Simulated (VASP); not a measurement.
Write the native input for VASP 6.6.1 that does the following.

* Task: single point
* Functional: PBEsol
* Potentials or basis: VASP PAW PBE potentials, release 64 (Nb_sv, H)
* Cutoff: 520 eV
* k mesh: 16 × 16 × 16
* Occupations: gaussian, width 0.15 eV
* Spin: no spin polarisation
* Dipole correction: no
* Further INCAR settings: ALGO = Normal; EDIFF = 1e-06; NBANDS = 14

The structure of NbH2 lies in POSCAR:

```
NbH2
1.0
    0.2777529889      2.3650750497      2.3650750497
    2.3650750497      0.2777529889      2.3650750497
    2.3650750497      2.3650750497      0.2777529889
Nb H
1 2
Direct
    0.0000000000      0.0000000000      0.0000000000
    0.2500000000      0.2500000000      0.2500000000
    0.7500000000      0.7500000000      0.7500000000
```

One way to write it, as run:

INCAR

```
SYSTEM = NbH2
PREC = Accurate
ENCUT = 520
EDIFF = 1E-6
ISMEAR = 0
SIGMA = 0.15
LREAL = .False.
LASPH = .True.
NELM = 100
ALGO = Normal
ISIF = 2
LWAVE = .False.
LCHARG = .False.
GGA = PS
NBANDS = 14
```

KPOINTS

```
regular mesh
0
Gamma
  16 16 16
  0 0 0
```

Potentials or basis: VASP PAW PBE potentials, release 64 (Nb_sv, H).

Run with:

```sh
$ cat potpaw_PBE.64/Nb_sv/POTCAR potpaw_PBE.64/H/POTCAR > POTCAR
$ mpirun -np 1 vasp_std > vasp.out
```

It gave:

```yaml
Pressure: 20.2 GPa
Largest_force: 0.930 eV/Å
Band_gap_on_the_k_mesh: zero (an odd number of electrons rules out a gap without spin polarisation)
```

Caveat: the cell stands under pressure; the PAW data sets were made with another functional, which shifts forces and pressure a little.

Run time: 66 s on 1 thread of Intel(R) Xeon(R) 6975P-C (Granite Rapids) (shared host), peak memory 0.26 GiB.
